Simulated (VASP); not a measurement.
**ZrSi2: relaxation of the atoms with PBE**

The system is ZrSi2.

```
Zr Si
1.0
     3.76087    0.00000    0.00000
     1.88044   -7.38526    0.00000
     0.00000    0.00000   -3.71032
Zr Si
2 4
Direct
  0.10600 0.78800 0.75000
  0.89400 0.21200 0.25000
  0.75000 0.50000 0.75000
  0.25000 0.50000 0.25000
  0.35500 0.29000 0.75000
  0.64500 0.71000 0.25000
```

* Program: VASP 6.6.1
* Task: relaxation of the atoms
* Functional: PBE
* Potentials or basis: VASP PAW PBE potentials, release 64 (Zr_sv, Si)
* Cutoff: 520 eV
* k mesh: 6 × 6 × 6
* Occupations: methfessel-paxton, width 0.1483 eV
* Spin: no spin polarisation
* Dipole correction: no
* Further INCAR settings: ALGO = Normal; EDIFF = 1e-06; IBRION = 2; EDIFFG = -0.01; NSW = 80

* Pressure after relaxing: -2.8 GPa
* Largest force after relaxing: 0.009 eV/Å
* Band gap on the k mesh: zero (bands 20 and 21 overlap by 0.76 eV)

Forces on the atoms (eV/Å):
```
Zr   0.000  0.007  0.000
Zr   0.000 -0.007  0.000
Si   0.000  0.001  0.000
Si   0.000 -0.001  0.000
Si   0.000  0.009  0.000
Si   0.000 -0.009  0.000
```

Stress tensor (GPa, compression positive):
```
-3.19  0.00  0.00
 0.00 -1.59  0.00
 0.00  0.00 -3.56
```

Final structure:
```
Zr Si
1.0
     3.76087    0.00000    0.00000
     1.88044   -7.38526    0.00000
     0.00000    0.00000   -3.71032
Zr Si
2 4
Cartesian
  1.8804 -5.8381 -2.7827
  3.7609 -1.5471 -0.9276
  3.7609 -3.6924 -2.7827
  1.8804 -3.6929 -0.9276
  1.8804 -0.7901 -2.7827
  3.7609 -6.5951 -0.9276
```

Levels at points of the mesh, in eV from the Fermi level:
```tsv
k point	band 17	band 18	band 19	band 20	band 21	band 22	band 23	band 24
(0.00, 0.00, 0.00)	-2.43	-2.36	-2.33	-0.19	0.98	1.37	1.45	1.47
(0.50, 0.00, 0.00)	-1.76	-1.49	-0.82	-0.48	-0.45	0.77	0.86	2.02
(0.00, 0.50, 0.00)	-2.59	-2.01	-1.42	0.19	0.90	1.06	1.34	1.59
(0.00, 0.00, 0.50)	-1.86	-1.86	-0.14	-0.14	0.14	0.14	1.46	1.46
(0.50, 0.00, 0.50)	-3.20	-3.20	-2.18	-2.18	2.13	2.13	2.86	2.86
(0.00, 0.50, 0.50)	-2.28	-2.28	-0.96	-0.96	0.00	0.00	2.17	2.17
```

It took 14 min on 1 thread of Oxide Virtual Turin-like Processor, with other jobs on the host, peak memory 0.24 GiB.
